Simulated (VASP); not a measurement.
Here is a VASP 6.6.1 calculation.

Contents of INCAR:

```
SYSTEM = Ga4Sb5
  PREC = Accurate
  ENCUT = 520
  EDIFF = 1E-6
  ISMEAR = 0
  SIGMA = 0.05
  LREAL = .False.
  LASPH = .True.
  NELM = 80
  ALGO = Normal
  ISIF = 2
  LWAVE = .False.
  LCHARG = .False.
  LDIPOL = .True.
  IDIPOL = 3
  DIPOL = 0.5 0.5 0.503
  GGA = PE
  NBANDS = 48
  KPAR = 4
```

KPOINTS

```
regular mesh
0
Gamma
  14 14 1
  0 0 0
```

The input POSCAR:

```
Ga4Sb5
1.0
    4.3260792900      0.0000000000      0.0000000000
    0.0000000000      4.3260792900      0.0000000000
    0.0000000000      0.0000000000     30.2360000258
Sb Ga
5 4
Direct
    0.0000000000      0.5000000000      0.2976584202
    0.5000000000      0.0000000000      0.3988292101
    0.0000000000      0.5000000000      0.5021672485
    0.5000000000      0.0000000000      0.6073507218
    0.0000000000      0.5000000000      0.7125183761
    0.5000000000      0.5000000000      0.3482438201
    0.0000000000      0.0000000000      0.4494146100
    0.5000000000      0.5000000000      0.5547828725
    0.0000000000      0.0000000000      0.6603325278
```

Potentials or basis: VASP PAW PBE potentials, release 64 (Sb, Ga_d).

The run is started by

```bash
$ cat potpaw_PBE.64/Sb/POTCAR potpaw_PBE.64/Ga_d/POTCAR > POTCAR
$ mpirun -np 4 vasp_std > vasp.out
```

What does it give for the band gap on the k mesh?

Zero (an odd number of electrons rules out a gap without spin polarisation).

Predict the largest force.

0.247 eV/Å.

Forces on the atoms (eV/Å):
```
Sb   0.000  0.000 -0.193
Sb   0.000  0.000  0.139
Sb   0.000  0.000  0.019
Sb   0.000  0.000 -0.040
Sb   0.000  0.000 -0.054
Ga   0.000  0.000 -0.194
Ga   0.000  0.000  0.247
Ga   0.000  0.000  0.025
Ga   0.000  0.000  0.051
```

Caveat: spin-orbit coupling is left out, which moves the levels of the heavy elements.
